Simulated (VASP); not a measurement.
# HgTe (F-43m) in VASP: further runs

The runs below take HgTe through single point, with PBE.

Program: VASP 6.6.1. These are calculated values, not measurements. Logs are shortened: lines on timing, memory, paths and dates and some standing lists are left out, and cuts for length are marked.

**1. The cell of the first run**

It takes space group F-43m (No. 216, cubic). The conventional cell has a = 6.430 Å, b = 6.430 Å, c = 6.430 Å, α = 90.00°, β = 90.00°, γ = 90.00°. Hg (site symmetry -43m) has 4 Te at 2.78 Å within 3.7 Å. Within 3.7 Å of Te (site symmetry -43m) lie 4 Hg at 2.78 Å.

**2. Single point, PBE**

Input file INCAR:

```
PREC = Accurate ; ENCUT = 500
EDIFF = 1E-6 ; ISMEAR = -1
SIGMA = 0.02 ; LREAL = False
LASPH = True ; NELM = 120
ALGO = Normal ; ISIF = 2
LWAVE = False ; LCHARG = False
GGA = PE ; NBANDS = 16
GGA_COMPAT = False
```

Input file KPOINTS:

```
regular mesh
0
Gamma
  6 6 6
```

Input file POSCAR:

```
HgTe
1.0
    0.0000000000      3.2150000000      3.2150000000
    3.2150000000      0.0000000000      3.2150000000
    3.2150000000      3.2150000000      0.0000000000
Hg Te
1 1
Direct
    0.0000000000      0.0000000000      0.0000000000
    0.7500000000      0.7500000000      0.7500000000
```

Potentials or basis: VASP PAW PBE potentials, release 64 (Hg, Te).

Command:

```sh
$ cat potpaw_PBE.64/Hg/POTCAR potpaw_PBE.64/Te/POTCAR > POTCAR
$ mpirun -np 1 vasp_std > vasp.out
```

OUTCAR:

```text
PREC = Accurate
   ENCUT = 500
   EDIFF = 1E-6
   ISMEAR = -1
   LREAL = False
   LASPH = True
   NELM = 120
   ISIF = 2
   GGA = PE

 ion  position               nearest neighbor table
   1  0.000  0.000  0.000-   2 2.78   2 2.78   2 2.78   2 2.78
   2  0.750  0.750  0.750-   1 2.78   1 2.78   1 2.78   1 2.78

  LATTYP: Found a face centered cubic cell.
 ALAT       =     6.4300000000

  Lattice vectors:

 A1 = (   0.0000000000,   3.2150000000,   3.2150000000)
 A2 = (   3.2150000000,   0.0000000000,   3.2150000000)
 A3 = (   3.2150000000,   3.2150000000,   0.0000000000)

Analysis of symmetry for initial positions (statically):
=====================================================================
 Subroutine PRICEL returns:
 Original cell was already a primitive cell.

 Routine SETGRP: Setting up the symmetry group for a
 face centered cubic supercell.

 Subroutine GETGRP returns: Found 24 space group operations
 (whereof 24 operations were pure point group operations)
 out of a pool of 48 trial point group operations.

The static configuration has the point symmetry T_d .

Analysis of symmetry for dynamics (positions and initial velocities):
=====================================================================
 Subroutine PRICEL returns:
 Original cell was already a primitive cell.

 Routine SETGRP: Setting up the symmetry group for a
 face centered cubic supercell.

 Subroutine GETGRP returns: Found 24 space group operations
 (whereof 24 operations were pure point group operations)
 out of a pool of 48 trial point group operations.

The dynamic configuration has the point symmetry T_d .

 Subroutine INISYM returns: Found 24 space group operations
 (whereof 24 operations are pure point group operations),
 and found     1 'primitive' translations

----------------------------------------------------------------------------------------

                                     Primitive cell

  volume of cell :      66.4619

  direct lattice vectors                    reciprocal lattice vectors
     0.000000000  3.215000000  3.215000000    -0.155520995  0.155520995  0.155520995
     3.215000000  0.000000000  3.215000000     0.155520995 -0.155520995  0.155520995
     3.215000000  3.215000000  0.000000000     0.155520995  0.155520995 -0.155520995

  length of vectors
     4.546696603  4.546696603  4.546696603     0.269370266  0.269370266  0.269370266

  position of ions in fractional coordinates (direct lattice)
     0.000000000  0.000000000  0.000000000
     0.750000000  0.750000000  0.750000000

  ion indices of the primitive-cell ions
   primitive index   ion index
                 1           1
                 2           2

----------------------------------------------------------------------------------------

 KPOINTS: regular mesh

Automatic generation of k-mesh.
 Grid dimensions read from file:
 generate k-points for:    6    6    6

 Generating k-lattice:

  Cartesian coordinates                     Fractional coordinates (reciprocal lattice)
    -0.025920166  0.025920166  0.025920166     0.166666667  0.000000000  0.000000000
     0.025920166 -0.025920166  0.025920166     0.000000000  0.166666667  0.000000000
     0.025920166  0.025920166 -0.025920166     0.000000000  0.000000000  0.166666667

  Length of vectors
     0.044895044  0.044895044  0.044895044

  Shift w.r.t. Gamma in fractional coordinates (k-lattice)
     0.000000000  0.000000000  0.000000000

 Subroutine IBZKPT returns following result:
 ===========================================

 Found     16 irreducible k-points:

 Following reciprocal coordinates:
            Coordinates               Weight
  0.000000  0.000000  0.000000      1.000000
  0.166667  0.000000  0.000000      8.000000
  0.333333  0.000000  0.000000      8.000000
  0.500000  0.000000  0.000000      4.000000
  0.166667  0.166667  0.000000      6.000000
  0.333333  0.166667  0.000000     24.000000
[... 8 lines left out ...]
 -0.333333  0.333333  0.166667     24.000000
 -0.333333  0.500000  0.166667     12.000000
   k-points           NKPTS =     16   k-points in BZ     NKDIM =     16   number of bands    NBANDS=     16
   number of dos      NEDOS =    301   number of ions     NIONS =      2
   total plane-waves  NPLWV =  46656
   dimension x,y,z NGX =    36 NGY =   36 NGZ =   36
   dimension x,y,z NGXF=    72 NGYF=   72 NGZF=   72
   ions per type =               1   1
   NGX,Y,Z   is equivalent  to a cutoff of  13.16, 13.16, 13.16 a.u.
   NGXF,Y,Z  is equivalent  to a cutoff of  26.33, 26.33, 26.33 a.u.
 SYSTEM =  unknown system
   PREC   = accura    normal or accurate (medium, high low for compatibility)
   ISTART =      0    job   : 0-new  1-cont  2-samecut
   ICHARG =      2    charge: 1-file 2-atom 10-const
   ISPIN  =      1    spin polarized calculation?
   LNONCOLLINEAR =      F non collinear calculations
   LSORBIT =      F    spin-orbit coupling
   LASPH  =      T    aspherical Exc in radial PAW
[... 122 lines left out ...]
      4      -3.9489      2.00000
      5      -3.6403      2.00000
      6      -3.6028      2.00000
[... 8 lines left out ...]
     15      12.6731      0.00000
     16      12.9865      0.00000

 k-point     7 :       0.5000    0.1667    0.0000
  band No.  band energies     occupation
      1      -8.1892      2.00000
      2      -4.0369      2.00000
      3      -3.9971      2.00000
      4      -3.6887      2.00000
      5      -3.6049      2.00000
      6      -3.3532      2.00000
[... 8 lines left out ...]
     15      12.9566      0.00000
     16      13.4608      0.00000

 k-point     8 :      -0.3333    0.1667    0.0000
  band No.  band energies     occupation
      1      -8.2428      2.00000
      2      -4.0328      2.00000
      3      -4.0268      2.00000
      4      -3.6824      2.00000
      5      -3.6400      2.00000
      6      -3.5168      2.00000
[... 8 lines left out ...]
     15      12.1417      0.00000
     16      13.4249      0.00000

 k-point     9 :      -0.1667    0.1667    0.0000
  band No.  band energies     occupation
      1      -8.4999      2.00000
      2      -4.0996      2.00000
      3      -4.0778      2.00000
      4      -4.0089      2.00000
      5      -3.6542      2.00000
      6      -3.6102      2.00000
[... 8 lines left out ...]
     15      12.2030      0.00000
     16      12.4729      0.00000

 k-point    10 :       0.3333    0.3333    0.0000
  band No.  band energies     occupation
      1      -8.2468      2.00000
      2      -4.0487      2.00000
      3      -3.9295      2.00000
      4      -3.9295      2.00000
      5      -3.5892      2.00000
      6      -3.5834      2.00000
[... 8 lines left out ...]
     15      13.3205      0.00000
     16      14.9610      0.00000

 k-point    11 :       0.5000    0.3333    0.0000
  band No.  band energies     occupation
      1      -8.0853      2.00000
      2      -3.9966      2.00000
      3      -3.8819      2.00000
      4      -3.8180      2.00000
      5      -3.5857      2.00000
      6      -3.2838      2.00000
[... 8 lines left out ...]
     15      13.6975      0.00000
     16      14.6843      0.00000

 k-point    12 :      -0.3333    0.3333    0.0000
  band No.  band energies     occupation
      1      -8.0849      2.00000
      2      -3.9962      2.00000
      3      -3.9269      2.00000
      4      -3.6946      2.00000
      5      -3.6238      2.00000
      6      -3.1788      2.00000
[... 8 lines left out ...]
     15      12.3332      0.00000
     16      15.0990      0.00000

 k-point    13 :       0.5000    0.5000    0.0000
  band No.  band energies     occupation
      1      -8.0302      2.00000
      2      -4.0053      2.00000
      3      -3.8261      2.00000
      4      -3.8261      2.00000
      5      -3.5670      2.00000
      6      -3.1587      2.00000
[... 8 lines left out ...]
     15      13.5591      0.00000
     16      14.7623      0.00000

 k-point    14 :       0.5000    0.3333    0.1667
  band No.  band energies     occupation
      1      -8.1925      2.00000
      2      -4.0066      2.00000
      3      -3.9759      2.00000
      4      -3.7948      2.00000
      5      -3.6074      2.00000
      6      -3.4845      2.00000
[... 8 lines left out ...]
     15      13.5581      0.00000
     16      14.3849      0.00000

 k-point    15 :      -0.3333    0.3333    0.1667
  band No.  band energies     occupation
      1      -8.0849      2.00000
      2      -3.9811      2.00000
      3      -3.9423      2.00000
      4      -3.6840      2.00000
      5      -3.6438      2.00000
      6      -3.1530      2.00000
[... 8 lines left out ...]
     15      13.6559      0.00000
     16      14.3226      0.00000

 k-point    16 :      -0.3333    0.5000    0.1667
  band No.  band energies     occupation
      1      -8.0313      2.00000
      2      -3.9628      2.00000
      3      -3.8843      2.00000
      4      -3.7579      2.00000
      5      -3.6147      2.00000
      6      -3.0265      2.00000
[... 8 lines left out ...]
     15      14.1845      0.00000
     16      14.4779      0.00000

------------------------ aborting loop because EDIFF is reached ----------------------------------------

  FORCE on cell =-STRESS in cart. coord.  units (eV):
  Direction    XX          YY          ZZ          XY          YZ          ZX
  --------------------------------------------------------------------------------------
  -------------------------------------------------------------------------------------
  Total        1.9310281      1.9310281      1.9310281      0.0000000      0.0000000      0.0000000
  in kB       46.5507043     46.5507043     46.5507043      0.0000000      0.0000000      0.0000000
  external PRESSURE =      46.5507043 kB  Pullay stress =       0.0000000 kB

 VOLUME and BASIS-vectors are now :
 -----------------------------------------------------------------------------
  energy-cutoff  :      500.00
  volume of cell :       66.46
      direct lattice vectors                 reciprocal lattice vectors
     0.000000000  3.215000000  3.215000000    -0.155520995  0.155520995  0.155520995
     3.215000000  0.000000000  3.215000000     0.155520995 -0.155520995  0.155520995
     3.215000000  3.215000000  0.000000000     0.155520995  0.155520995 -0.155520995

 POSITION                                       TOTAL-FORCE (eV/Angst)
 -----------------------------------------------------------------------------------
      0.00000      0.00000      0.00000        -0.000000     -0.000000     -0.000000
      4.82250      4.82250      4.82250         0.000000      0.000000      0.000000
 -----------------------------------------------------------------------------------
    total drift:                               -0.000000     -0.000000      0.000000

  FREE ENERGIE OF THE ION-ELECTRON SYSTEM (eV)
  ---------------------------------------------------
  free  energy   TOTEN  =        -3.5447539340 eV

  energy  without entropy=       -3.5444003080  energy(sigma->0) =       -3.54457712
```

Run time: 34 s. Hardware: 1 thread of Intel Xeon 8259CL, shared host; peak memory 0.21 GiB.

What came out:

```
Free energy            : -3.5448 eV
Pressure               : 4.7 GPa
Band gap on the k mesh : zero (filled and empty bands touch)
```

Caveat: spin-orbit coupling is left out, which moves the levels of the heavy elements.

**3. Single point, PBE**

Input file INCAR:

```
SYSTEM = HgTe
PREC     = Accurate       ! precision mode
ENCUT    = 500            ! plane-wave cutoff, eV
EDIFF    = 1E-6           ! SCF threshold, eV
ISMEAR   = -1             ! smearing method
SIGMA    = 0.02           ! smearing width, eV
LREAL    = .FALSE.        ! projectors in reciprocal space
LASPH    = .TRUE.         ! aspherical terms in the spheres
NELM     = 120            ! most SCF steps
ALGO     = Normal         ! electronic algorithm
ISIF     = 2              ! what is computed and relaxed
LWAVE    = .FALSE.        ! write WAVECAR
LCHARG   = .FALSE.        ! write CHGCAR
GGA      = PE             ! functional
NBANDS   = 16             ! bands
GGA_COMPAT= .FALSE.
```

Input file KPOINTS:

```
regular mesh
0
G
  6 6 6
  0 0 0
```

POSCAR is that of step 2.

Potentials or basis: VASP PAW PBE potentials, release 64 (Hg, Te).

Command:

```sh
$ cat potpaw_PBE.64/Hg/POTCAR potpaw_PBE.64/Te/POTCAR > POTCAR
$ mpirun -np 1 vasp_std > vasp.out
```

Run time: 37 s. Hardware: 1 thread of Intel Xeon 8259CL, shared host; peak memory 0.21 GiB.

Results (log left out):

```
Free energy            : -3.5448 eV
Pressure               : 4.7 GPa
Band gap on the k mesh : zero (filled and empty bands touch)
```

Levels at points of the mesh, in eV from the Fermi level:
```tsv
k point	band 5	band 6	band 7	band 8	band 9	band 10	band 11	band 12	band 13	band 14
(0.00, 0.00, 0.00)	-6.92	-6.92	-0.70	-0.01	-0.01	-0.01	4.18	4.18	4.18	6.46
(0.50, 0.00, 0.00)	-6.90	-6.60	-5.61	-1.03	-1.03	0.69	5.00	5.00	6.85	7.93
(0.50, 0.50, 0.00)	-6.85	-6.45	-5.54	-2.36	-2.36	1.88	2.43	8.27	8.91	8.91
```

Caveat: spin-orbit coupling is left out, which moves the levels of the heavy elements.

**4. Single point, PBE**

Input file INCAR:

```
SYSTEM = HgTe
ALGO     = Normal         ! electronic algorithm
EDIFF    = 1E-6           ! SCF threshold, eV
ENCUT    = 500            ! plane-wave cutoff, eV
GGA      = PE             ! functional
GGA_COMPAT= .FALSE.      
ISIF     = 2              ! what is computed and relaxed
ISMEAR   = 1              ! smearing method
LASPH    = .TRUE.         ! aspherical terms in the spheres
LCHARG   = .FALSE.        ! write CHGCAR
LREAL    = .FALSE.        ! projectors in reciprocal space
LWAVE    = .FALSE.        ! write WAVECAR
NBANDS   = 16             ! bands
NELM     = 120            ! most SCF steps
PREC     = Accurate       ! precision mode
SIGMA    = 0.15           ! smearing width, eV
```

Input file KPOINTS:

```
k-points
0
G
  6 6 6
  0 0 0
```

POSCAR is that of step 3.

Command:

```sh
$ cat potpaw_PBE.64/Hg/POTCAR potpaw_PBE.64/Te/POTCAR > POTCAR
$ mpirun -np 1 vasp_std > vasp.out
```

It took 32 s on 1 thread of Intel Xeon 8259CL, shared host; peak memory 0.21 GiB.

The run converged. Its results:

```
Free energy            : -3.5449 eV
Pressure               : 4.7 GPa
Band gap on the k mesh : zero (filled and empty bands touch)
```

Levels at points of the mesh, in eV from the Fermi level:
| k point | band 5 | band 6 | band 7 | band 8 | band 9 | band 10 | band 11 | band 12 | band 13 | band 14 |
| --- | --- | --- | --- | --- | --- | --- | --- | --- | --- | --- |
| (0.00, 0.00, 0.00) | -6.93 | -6.93 | -0.71 | -0.03 | -0.03 | -0.03 | 4.17 | 4.17 | 4.17 | 6.45 |
| (0.50, 0.00, 0.00) | -6.91 | -6.61 | -5.63 | -1.05 | -1.05 | 0.68 | 4.99 | 4.99 | 6.83 | 7.92 |
| (0.50, 0.50, 0.00) | -6.87 | -6.46 | -5.55 | -2.37 | -2.37 | 1.86 | 2.42 | 8.25 | 8.90 | 8.90 |

Caveat: spin-orbit coupling is left out, which moves the levels of the heavy elements.

**5. Single point, PBE**

Input file INCAR:

```
PREC = Accurate
ENCUT = 500
EDIFF = 1E-6
ISMEAR = -5
SIGMA = 0.1
LREAL = F
LASPH = T
NELM = 120
ALGO = Normal
ISIF = 2
LWAVE = F
LCHARG = F
GGA = PE
NBANDS = 16
GGA_COMPAT = F
```

Input file KPOINTS:

```
regular mesh
0
Gamma
  6 6 6
```

POSCAR is that of step 4.

Command:

```sh
$ cat potpaw_PBE.64/Hg/POTCAR potpaw_PBE.64/Te/POTCAR > POTCAR
$ mpirun -np 1 vasp_std > vasp.out
```

Wall time 33 s (1 thread of Intel Xeon 8259CL, shared host); peak memory 0.21 GiB.

It converged, with:

```
Free energy            : -3.5444 eV
Pressure               : 4.7 GPa
Band gap on the k mesh : zero (filled and empty bands touch)
```

Levels at points of the mesh, in eV from the Fermi level:
| k point | band 7 | band 8 | band 9 | band 10 | band 11 | band 12 |
| --- | --- | --- | --- | --- | --- | --- |
| (0.00, 0.00, 0.00) | -0.69 | 0.00 | 0.00 | 0.00 | 4.20 | 4.20 |
| (0.50, 0.00, 0.00) | -5.60 | -1.02 | -1.02 | 0.70 | 5.01 | 5.01 |
| (0.50, 0.50, 0.00) | -5.53 | -2.34 | -2.34 | 1.89 | 2.44 | 8.28 |

Caveat: spin-orbit coupling is left out, which moves the levels of the heavy elements; tetrahedron occupations give inexact forces and stress in metals.

**6. Single point, PBE**

Input file INCAR:

```
PREC = Accurate
ENCUT = 500
EDIFF = 1E-6
ISMEAR = -1
SIGMA = 0.003
LREAL = False
LASPH = True
NELM = 120
ALGO = Normal
ISIF = 2
LWAVE = False
LCHARG = False
GGA = PE
NBANDS = 16
GGA_COMPAT = False
```

KPOINTS is that of step 5.

POSCAR is that of step 5.

Potentials or basis: VASP PAW PBE potentials, release 64 (Hg, Te).

Command:

```sh
$ cat potpaw_PBE.64/Hg/POTCAR potpaw_PBE.64/Te/POTCAR > POTCAR
$ mpirun -np 1 vasp_std > vasp.out
```

Wall time 34 s (1 thread of Intel Xeon 8259CL, shared host); peak memory 0.21 GiB.

Results (log left out):

```
Free energy            : -3.5445 eV
Pressure               : 4.7 GPa
Band gap on the k mesh : zero (filled and empty bands touch)
```

Levels at points of the mesh, in eV from the Fermi level:
```csv
k point,band 5,band 6,band 7,band 8,band 9,band 10,band 11,band 12,band 13,band 14
"(0.00, 0.00, 0.00)",-6.91,-6.91,-0.69,0.00,0.00,0.00,4.19,4.19,4.19,6.47
"(0.50, 0.00, 0.00)",-6.88,-6.59,-5.60,-1.02,-1.02,0.70,5.01,5.01,6.86,7.94
"(0.50, 0.50, 0.00)",-6.84,-6.43,-5.53,-2.35,-2.35,1.89,2.44,8.28,8.92,8.92
```

Caveat: spin-orbit coupling is left out, which moves the levels of the heavy elements.

**7. Summary**

| smearing | gap on the mesh (eV) | pressure (GPa) |
| --- | --- | --- |
| fermi-dirac 0.02 eV | none | 4.7 |
| methfessel-paxton 0.15 eV | none | 4.7 |
| tetrahedron | none | 4.7 |
| fermi-dirac 0.003 eV | none | 4.7 |

Alike in all rows: task single point; level PBE; potentials or basis VASP PAW PBE potentials, release 64 (Hg, Te); no spin polarisation; cell as given; k mesh 6 × 6 × 6; cutoff (eV) 500.

Every run on the cell as given and a fine mesh finds a metal.

Caveats: spin-orbit coupling is left out, which moves the levels of the heavy elements; tetrahedron occupations give inexact forces and stress in metals (some runs).

Absolute energies hang on the potentials; compare differences alone.
